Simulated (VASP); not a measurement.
Input of a VASP 6.6.1 run:

File INCAR:

```
ALGO = Normal
EDIFF = 1E-8
ENCUT = 400
GGA = PE
GGA_COMPAT = F
ISIF = 2
ISMEAR = -1
LASPH = T
LCHARG = F
LEFG = T
LREAL = F
LWAVE = F
NBANDS = 22
NELM = 120
PREC = Accurate
SIGMA = 0.05
```

KPOINTS

```
k-points
0
Gamma
  18 18 18
```

The input POSCAR:

```
As
1.0
    1.8797494575      1.0852738553      3.4857700000
   -1.8797494575      1.0852738553      3.4857700000
    0.0000000000     -2.1705477106      3.4857700000
As
2
Direct
    0.2275400000      0.2275400000      0.2275400000
    0.7724600000      0.7724600000      0.7724600000
```

Potentials or basis: VASP PAW PBE potentials, release 64 (As_d).

Launch:

```bash
$ cat potpaw_PBE.64/As_d/POTCAR > POTCAR
$ mpirun -np 1 vasp_std > vasp.out
```

Q: What does it give for the largest force?

A: 0.228 eV/Å.

Q: What does it give for the band gap on the k mesh?

A: Zero (bands 15 and 16 overlap by 0.51 eV).

Q: Predict the pressure.

A: 3.5 GPa.

Electric field gradients, principal values (V/Å²):
| atom | least | middle | greatest (by size) |
| --- | --- | --- | --- |
| 1 As | 24.914 | 24.914 | -49.827 |
| 2 As | 24.914 | 24.914 | -49.827 |

Caveat: the cell stands under pressure; without QUAD_EFG the Cq values of the log hold for a quadrupole moment of 1 mb, not for the nuclei.
